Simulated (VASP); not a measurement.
# Rh (Fm-3m) in VASP: notebook

The runs below take Rh through relaxation of cell and atoms, single point, with LDA.

Everything below comes from runs of VASP 6.6.1. Logs are shortened: lines on timing, memory, paths and dates and some standing lists are left out, and cuts for length are marked.

## Step 1: The cell of the first run

Symmetry: Fm-3m, No. 225, cubic system. The conventional cell has a = 3.806 Å, b = 3.806 Å, c = 3.806 Å, α = 90.00°, β = 90.00°, γ = 90.00°. Within 3.5 Å of Rh (site symmetry m-3m) lie 12 Rh at 2.69 Å.

## Step 2: Relaxation of cell and atoms, LDA

Contents of INCAR:

```
SYSTEM = Rh
ALGO = Fast ; EDIFF = 1E-6
EDIFFG = -0.05 ; ENCUT = 600
IBRION = 2 ; ISIF = 3
ISMEAR = 0 ; LASPH = .TRUE.
LCHARG = .FALSE. ; LREAL = .FALSE.
LWAVE = .FALSE. ; NELM = 80
NSW = 100 ; PREC = Accurate
SIGMA = 0.1
```

Contents of KPOINTS:

```
k-points
0
G
  8 8 8
  0 0 0
```

Contents of POSCAR:

```
Rh
1.0
    0.0000000000      1.9029860900      1.9029860900
    1.9029860900      0.0000000000      1.9029860900
    1.9029860900      1.9029860900      0.0000000000
Rh
1
Direct
    0.0000000000      0.0000000000      0.0000000000
```

Potentials or basis: VASP PAW LDA potentials, release 64 (Rh_pv).

Launch:

```bash
> cat potpaw_LDA.64/Rh_pv/POTCAR > POTCAR
> mpirun -np 1 vasp_std > vasp.out
```

OUTCAR:

```text
SYSTEM = Rh
   EDIFF = 1E-6
   EDIFFG = -0.05
   ENCUT = 600
   IBRION = 2
   ISIF = 3
   ISMEAR = 0
   LASPH = .TRUE.
   LREAL = .FALSE.
   NELM = 80
   NSW = 100
   PREC = Accurate

 ion  position               nearest neighbor table
   1  0.000  0.000  0.000-

  LATTYP: Found a face centered cubic cell.
 ALAT       =     3.8059721800

  Lattice vectors:

 A1 = (   0.0000000000,   1.9029860900,   1.9029860900)
 A2 = (   1.9029860900,   0.0000000000,   1.9029860900)
 A3 = (   1.9029860900,   1.9029860900,   0.0000000000)

Analysis of symmetry for initial positions (statically):
=====================================================================
 Subroutine PRICEL returns:
 Original cell was already a primitive cell.

 Routine SETGRP: Setting up the symmetry group for a
 face centered cubic supercell.

 Subroutine GETGRP returns: Found 48 space group operations
 (whereof 48 operations were pure point group operations)
 out of a pool of 48 trial point group operations.

The static configuration has the point symmetry O_h .

Analysis of symmetry for dynamics (positions and initial velocities):
=====================================================================
 Subroutine PRICEL returns:
 Original cell was already a primitive cell.

 Routine SETGRP: Setting up the symmetry group for a
 face centered cubic supercell.

 Subroutine GETGRP returns: Found 48 space group operations
 (whereof 48 operations were pure point group operations)
 out of a pool of 48 trial point group operations.

The dynamic configuration has the point symmetry O_h .

 Subroutine INISYM returns: Found 48 space group operations
 (whereof 48 operations are pure point group operations),
 and found     1 'primitive' translations

----------------------------------------------------------------------------------------

                                     Primitive cell

  volume of cell :      13.7828

  direct lattice vectors                    reciprocal lattice vectors
     0.000000000  1.902986090  1.902986090    -0.262744958  0.262744958  0.262744958
     1.902986090  0.000000000  1.902986090     0.262744958 -0.262744958  0.262744958
     1.902986090  1.902986090  0.000000000     0.262744958  0.262744958 -0.262744958

  length of vectors
     2.691228737  2.691228737  2.691228737     0.455087616  0.455087616  0.455087616

  position of ions in fractional coordinates (direct lattice)
     0.000000000  0.000000000  0.000000000

  ion indices of the primitive-cell ions
   primitive index   ion index
                 1           1

----------------------------------------------------------------------------------------

 KPOINTS: k-points

Automatic generation of k-mesh.
 Grid dimensions read from file:
 generate k-points for:    8    8    8

 Generating k-lattice:

  Cartesian coordinates                     Fractional coordinates (reciprocal lattice)
    -0.032843120  0.032843120  0.032843120     0.125000000  0.000000000  0.000000000
     0.032843120 -0.032843120  0.032843120     0.000000000  0.125000000  0.000000000
     0.032843120  0.032843120 -0.032843120     0.000000000  0.000000000  0.125000000

  Length of vectors
     0.056885952  0.056885952  0.056885952

  Shift w.r.t. Gamma in fractional coordinates (k-lattice)
     0.000000000  0.000000000  0.000000000

 Subroutine IBZKPT returns following result:
 ===========================================

 Found     29 irreducible k-points:

 Following reciprocal coordinates:
            Coordinates               Weight
  0.000000  0.000000  0.000000      1.000000
  0.125000  0.000000  0.000000      8.000000
  0.250000  0.000000  0.000000      8.000000
  0.375000  0.000000  0.000000      8.000000
  0.500000  0.000000  0.000000      4.000000
  0.125000  0.125000  0.000000      6.000000
[... 16 lines left out ...]
  0.500000  0.250000  0.125000     48.000000
 -0.375000  0.250000  0.125000     24.000000
 [... further k-points ...]
   k-points           NKPTS =     29   k-points in BZ     NKDIM =     29   number of bands    NBANDS=     11
[... 36 lines left out ...]
  volume of cell :       13.78
      direct lattice vectors                 reciprocal lattice vectors
     0.000000000  1.902986090  1.902986090    -0.262744958  0.262744958  0.262744958
     1.902986090  0.000000000  1.902986090     0.262744958 -0.262744958  0.262744958
     1.902986090  1.902986090  0.000000000     0.262744958  0.262744958 -0.262744958
[... 71 lines left out ...]
 POSITION                                       TOTAL-FORCE (eV/Angst)
 -----------------------------------------------------------------------------------
      0.00000      0.00000      0.00000         0.000000      0.000000     -0.000000
 -----------------------------------------------------------------------------------
    total drift:                               -0.000000      0.000000     -0.000000

  FREE ENERGIE OF THE ION-ELECTRON SYSTEM (eV)
  ---------------------------------------------------
  free  energy   TOTEN  =        -8.6508357768 eV

  energy  without entropy=       -8.6413736776  energy(sigma->0) =       -8.64610473

--------------------------------------- Ionic step        4  -------------------------------------------

 number of electron      15.0000001 magnetization

 Free energy of the ion-electron system (eV)
  ---------------------------------------------------
  ext. energy  EPLUGINS =         0.00000000
  ---------------------------------------------------
  free energy    TOTEN  =        -8.65085887 eV

  energy without entropy =       -8.64144216  energy(sigma->0) =       -8.64615051

 E-fermi :  12.3870     XC(G=0): -14.5652

 val. band max:       12.3576137102   @ k =  -0.3750   0.2500   0.0000
 cond. band min:      12.4644282375   @ k =   0.3750   0.0000   0.0000
 fundamental gap:      0.1068145274
 Fermi energy:        12.3869506651

 k-point     1 :       0.0000    0.0000    0.0000
  band No.  band energies     occupation
      1     -33.8367      2.00000
      2     -33.8367      2.00000
      3     -33.8367      2.00000
      4       4.0673      2.00000
      5       9.0893      2.00000
      6       9.0893      2.00000
      7       9.0893      2.00000
      8      11.3471      2.00000
      9      11.3471      2.00000
     10      28.2541      0.00000
     11      33.8695      0.00000

 k-point     2 :       0.1250    0.0000    0.0000
  band No.  band energies     occupation
      1     -33.9641      2.00000
      2     -33.8538      2.00000
      3     -33.8538      2.00000
      4       4.6906      2.00000
      5       8.8402      2.00000
      6       9.3171      2.00000
      7       9.3171      2.00000
      8      11.2374      2.00000
      9      11.2374      2.00000
     10      29.1421      0.00000
     11      31.3379      0.00000
[... 295 lines left out ...]
 k-point    24 :      -0.3750    0.2500    0.1250
  band No.  band energies     occupation
      1     -34.5628      2.00000
      2     -34.1729      2.00000
      3     -34.0227      2.00000
      4       7.0743      2.00000
      5       7.9746      2.00000
      6       9.5455      2.00000
      7      10.2447      2.00000
      8      12.7800      0.00000
      9      17.9293      0.00000
     10      21.0436      0.00000
     11      28.6642      0.00000

 [... further k-points ...]
[... 5 lines left out ...]
  --------------------------------------------------------------------------------------
  -------------------------------------------------------------------------------------
  Total        0.0131218      0.0131218      0.0131218     -0.0000000      0.0000000      0.0000000
  in kB        1.5820052      1.5820052      1.5820052     -0.0000000      0.0000000      0.0000000
  external PRESSURE =       1.5820052 kB  Pullay stress =       0.0000000 kB

 VOLUME and BASIS-vectors are now :
 -----------------------------------------------------------------------------
  energy-cutoff  :      600.00
  volume of cell :       13.29
      direct lattice vectors                 reciprocal lattice vectors
     0.000000000  1.879988538  1.879988538    -0.265959068  0.265959068  0.265959068
     1.879988538 -0.000000000  1.879988538     0.265959068 -0.265959068  0.265959068
     1.879988538  1.879988538 -0.000000000     0.265959068  0.265959068 -0.265959068

 POSITION                                       TOTAL-FORCE (eV/Angst)
 -----------------------------------------------------------------------------------
      0.00000      0.00000      0.00000         0.000000     -0.000000     -0.000000
 -----------------------------------------------------------------------------------
    total drift:                               -0.000000      0.000000     -0.000000

  FREE ENERGIE OF THE ION-ELECTRON SYSTEM (eV)
  ---------------------------------------------------
  free  energy   TOTEN  =        -8.6508588661 eV

  energy  without entropy=       -8.6414421618  energy(sigma->0) =       -8.64615051

 reached required accuracy - stopping structural energy minimisation
```

Run time: 9 s. Hardware: 1 thread of Intel Xeon Platinum 8488C (Sapphire Rapids), shared host; peak memory 0.13 GiB.

What came out:

- Free energy: -8.6509 eV
- Relaxed volume: 13.29 Å³/atom
- Relaxed cell: a = 2.659 Å, b = 2.659 Å, c = 2.659 Å, α = 60.00°, β = 60.00°, γ = 60.00°
- Space group after relaxing (to 0.05 Å): Fm-3m (No. 225)
- Energy gained by relaxing: 16.2 meV/atom
- Ionic steps: 4
- Pressure after relaxing: 0.2 GPa

The path:
```
step  energy change (eV)  largest force (eV/Å)  pressure (GPa)  volume (Å³)
   1              0.0000                0.0000          -10.26        13.78
   2              0.1121                0.0000           37.56        12.10
   3             -0.0162                0.0000           -0.73        13.32
   4             -0.0162                0.0000            0.16        13.29
```

Final structure:
```
CELL_PARAMETERS angstrom
0.00000 1.87999 1.87999
1.87999 0.00000 1.87999
1.87999 1.87999 0.00000
ATOMIC_POSITIONS crystal
Rh 0.00000 0.00000 0.00000
```

Levels at points of the mesh, in eV from the Fermi level:
```csv
k point,band 5,band 6,band 7,band 8,band 9,band 10
"(0.00, 0.00, 0.00)",-3.30,-3.30,-3.30,-1.04,-1.04,15.87
"(0.50, 0.00, 0.00)",-3.37,-3.37,0.61,0.61,0.62,8.92
"(0.50, 0.50, 0.00)",-6.33,0.60,1.04,1.04,3.21,12.67
```

## Step 3: Single point, LDA

This run uses another cell than the first one, of 13.22 Å³/atom, 0.959 times its volume.

Contents of INCAR:

```
PREC     = Accurate       # precision mode
ENCUT    = 520            # plane-wave cutoff, eV
EDIFF    = 1E-7           # SCF threshold, eV
ISMEAR   = 0              # smearing method
SIGMA    = 0.1            # smearing width, eV
LREAL    = F              # projectors in reciprocal space
LASPH    = T              # aspherical terms in the spheres
NELM     = 100            # most SCF steps
ALGO     = Normal         # electronic algorithm
ISIF     = 2              # what is computed and relaxed
LWAVE    = F              # write WAVECAR
LCHARG   = F              # write CHGCAR
NBANDS   = 14             # bands
```

Contents of KPOINTS:

```
Automatic mesh
0
Gamma
  20 20 20
```

Contents of POSCAR:

```
Rh
1.0
    0.0000000000      1.8768451404      1.8768451404
    1.8768451404      0.0000000000      1.8768451404
    1.8768451404      1.8768451404      0.0000000000
Rh
1
Direct
    0.0000000000      0.0000000000      0.0000000000
```

Potentials or basis: VASP PAW LDA potentials, release 64 (Rh_pv).

Launch:

```bash
> cat potpaw_LDA.64/Rh_pv/POTCAR > POTCAR
> mpirun -np 1 vasp_std > vasp.out
```

Run time: 20 s. Hardware: 1 thread of Intel Xeon Platinum 8488C (Sapphire Rapids), shared host; peak memory 0.15 GiB.

The run converged. Its results:

```yaml
Free_energy: -8.6874 eV
Pressure: 0.9 GPa
```

Levels at points of the mesh, in eV from the Fermi level:
```
           k point  band 5  band 6  band 7  band 8  band 9  band 10
(0.00, 0.00, 0.00)   -3.31   -3.31   -3.31   -1.05   -1.05    15.90
(0.50, 0.00, 0.00)   -3.38   -3.38    0.62    0.62    0.65     8.99
(0.50, 0.50, 0.00)   -6.35    0.61    1.06    1.06    3.25    12.75
```

## Step 4: Relaxation of cell and atoms, LDA

This run uses another cell than the first one, of 13.26 Å³/atom, 0.962 times its volume.

Contents of INCAR:

```
PREC     = Accurate       # precision mode
ENCUT    = 600            # plane-wave cutoff, eV
EDIFF    = 1E-6           # SCF threshold, eV
ISMEAR   = 0              # smearing method
SIGMA    = 0.1            # smearing width, eV
LREAL    = F              # projectors in reciprocal space
LASPH    = T              # aspherical terms in the spheres
NELM     = 60             # most SCF steps
ALGO     = Fast           # electronic algorithm
ISIF     = 3              # what is computed and relaxed
LWAVE    = F              # write WAVECAR
LCHARG   = F              # write CHGCAR
GGA      = CA             # functional
IBRION   = 2              # ionic algorithm
NSW      = 100            # ionic steps
EDIFFG   = -0.005         # ionic threshold
```

KPOINTS is that of step 3.

Contents of POSCAR:

```
Rh
1.0
    0.0000000000      1.8788279487      1.8788279487
    1.8788279487      0.0000000000      1.8788279487
    1.8788279487      1.8788279487      0.0000000000
Rh
1
Direct
    0.0000000000      0.0000000000      0.0000000000
```

Launch:

```bash
> cat potpaw_LDA.64/Rh_pv/POTCAR > POTCAR
> mpirun -np 1 vasp_std > vasp.out
```

Wall time 19 s (1 thread of Intel Xeon Platinum 8488C (Sapphire Rapids), shared host); peak memory 0.16 GiB.

Results (log left out):

```yaml
Free_energy: -8.6873 eV
Pressure_after_relaxing: 0.0 GPa
```

Final structure:
```cif
data_structure
_symmetry_space_group_name_H-M 'P 1'
_symmetry_Int_Tables_number 1
_cell_length_a 2.6571
_cell_length_b 2.6571
_cell_length_c 2.6571
_cell_angle_alpha 60.000
_cell_angle_beta 60.000
_cell_angle_gamma 60.000
_cell_volume 13.26
loop_
_atom_site_label
_atom_site_type_symbol
_atom_site_fract_x
_atom_site_fract_y
_atom_site_fract_z
_atom_site_occupancy
Rh1 Rh 0.00000 0.00000 0.00000 1
```

Levels at points of the mesh, in eV from the Fermi level:
```
           k point  band 4  band 5  band 6  band 7  band 8  band 9  band 10  band 11
(0.00, 0.00, 0.00)   -8.30   -3.29   -3.29   -3.29   -1.04   -1.04    15.91    21.52
(0.50, 0.00, 0.00)   -6.48   -3.36   -3.36    0.62    0.62    0.65     8.96    15.44
(0.50, 0.50, 0.00)   -6.69   -6.32    0.60    1.05    1.05    3.25    12.72    13.41
```

Caveat: the relaxation stopped at its first step, so nothing moved.

## Step 5: Single point, LDA

This run uses another cell than the first one, of 13.26 Å³/atom, 0.962 times its volume.

Contents of INCAR:

```
PREC     = Accurate       # precision mode
ENCUT    = 530            # plane-wave cutoff, eV
EDIFF    = 1E-6           # SCF threshold, eV
ISMEAR   = 0              # smearing method
SIGMA    = 0.1            # smearing width, eV
LREAL    = F              # projectors in reciprocal space
LASPH    = T              # aspherical terms in the spheres
NELM     = 120            # most SCF steps
ALGO     = Normal         # electronic algorithm
ISIF     = 2              # what is computed and relaxed
LWAVE    = F              # write WAVECAR
LCHARG   = T              # write CHGCAR
GGA      = CA             # functional
LELF     = T              # ELF
LVHAR    = T            
NBANDS   = 14             # bands
GGA_COMPAT= F
```

Contents of KPOINTS:

```
regular mesh
0
Gamma
  8 8 8
```

Contents of POSCAR:

```
Rh
1.0
    0.0000000000      1.8788279474      1.8788279474
    1.8788279474      0.0000000000      1.8788279474
    1.8788279474      1.8788279474      0.0000000000
Rh
1
Direct
    0.0000000000      0.0000000000      0.0000000000
```

Potentials or basis: VASP PAW LDA potentials, release 64 (Rh_sv_GW).

Launch:

```bash
> cat potpaw_LDA.64/Rh_sv_GW/POTCAR > POTCAR
> mpirun -np 1 vasp_std > vasp.out
```

It took 6.8 s on 1 thread of Intel Xeon Platinum 8375C at 2.90GHz (Ice Lake), shared host; peak memory 0.13 GiB.

Results (log left out):

| Item | Value |
| --- | --- |
| Free energy | -7.7922 eV |
| Pressure | -2.1 GPa |

Levels at points of the mesh, in eV from the Fermi level:
| k point | band 4 | band 5 | band 6 | band 7 | band 8 | band 9 | band 10 | band 11 | band 12 | band 13 |
| --- | --- | --- | --- | --- | --- | --- | --- | --- | --- | --- |
| (0.00, 0.00, 0.00) | -46.21 | -8.33 | -3.31 | -3.31 | -3.31 | -1.04 | -1.04 | 15.66 | 21.16 | 21.16 |
| (0.50, 0.00, 0.00) | -46.33 | -6.51 | -3.38 | -3.38 | 0.61 | 0.61 | 0.62 | 8.94 | 15.24 | 21.14 |
| (0.50, 0.50, 0.00) | -46.52 | -6.72 | -6.35 | 0.60 | 1.05 | 1.05 | 3.21 | 12.68 | 13.33 | 13.33 |

Caveat: the k points lie up to 0.36 Å⁻¹ apart.

## Step 6: Single point, LDA

This run uses another cell than the first one, of 13.22 Å³/atom, 0.959 times its volume.

Contents of INCAR:

```
SYSTEM = Rh
PREC     = Accurate       ! precision mode
ENCUT    = 520            ! plane-wave cutoff, eV
EDIFF    = 1E-7           ! SCF threshold, eV
ISMEAR   = 0              ! smearing method
SIGMA    = 0.1            ! smearing width, eV
LREAL    = .FALSE.        ! projectors in reciprocal space
LASPH    = .TRUE.         ! aspherical terms in the spheres
NELM     = 100            ! most SCF steps
ALGO     = Fast           ! electronic algorithm
ISIF     = 2              ! what is computed and relaxed
LWAVE    = .FALSE.        ! write WAVECAR
LCHARG   = .FALSE.        ! write CHGCAR
NBANDS   = 14             ! bands
ISYM     = 0
```

Contents of KPOINTS:

```
regular mesh
0
G
  15 15 16
  0 0 0
```

Contents of POSCAR:

```
Rh
1.0
    2.6542598518      0.0000000000      0.0000000000
   -1.3271299259      2.2986564599      0.0000000000
    1.3271299259      0.7662188200      2.1671940939
Rh
1
Direct
    0.0000000000      0.0000000000      0.0000000000
```

Potentials or basis: VASP PAW LDA potentials, release 64 (Rh_pv).

Launch:

```bash
> cat potpaw_LDA.64/Rh_pv/POTCAR > POTCAR
> mpirun -np 1 vasp_std > vasp.out
```

It took 1.9 min on 1 thread of Intel Xeon 6975P-C (Granite Rapids), shared host; peak memory 0.38 GiB.

The run converged. Its results:

| Property | Result |
| --- | --- |
| Free energy | -8.6869 eV |
| Pressure | 0.9 GPa |

Levels at points of the mesh, in eV from the Fermi level:
| k point | band 5 | band 6 | band 7 | band 8 | band 9 | band 10 |
| --- | --- | --- | --- | --- | --- | --- |
| (0.00, 0.00, 0.00) | -3.32 | -3.32 | -3.32 | -1.06 | -1.06 | 15.90 |
| (0.00, 0.00, 0.50) | -3.39 | -3.39 | 0.61 | 0.61 | 0.65 | 8.99 |

## Step 7: Summary

```csv
task,potentials or basis,cell,k mesh,cutoff (eV),second run,gap on the mesh (eV),pressure (GPa)
relaxation of cell and atoms,"VASP PAW LDA potentials, release 64 (Rh_pv)","relaxed from a = 2.691 Å, angles 60.0°, 1 atom",8 × 8 × 8,600,-,none,0.2
single point,"VASP PAW LDA potentials, release 64 (Rh_pv)","a = 2.654 Å, angles 60.0°, 1 atom",20 × 20 × 20,520,-,none,0.9
relaxation of cell and atoms,"VASP PAW LDA potentials, release 64 (Rh_pv)","relaxed from a = 2.657 Å, angles 60.0°, 1 atom",20 × 20 × 20,600,-,none,0.0
single point,"VASP PAW LDA potentials, release 64 (Rh_sv_GW)","a = 2.657 Å, angles 60.0°, 1 atom",8 × 8 × 8,530,valence_matched,none,-2.1
single point,"VASP PAW LDA potentials, release 64 (Rh_pv)","a = 2.654 Å, angles 90.0, 60.0, 120.0°, 1 atom",15 × 15 × 16,520,-,none,0.9
```

Alike in all rows: level LDA; no spin polarisation; smearing gaussian 0.1 eV.

Caveats: some runs use coarse meshes; the relaxation stopped at its first step, so nothing moved (some runs).

Total energies depend on the potentials used, so only differences within one code and one set of settings carry meaning.
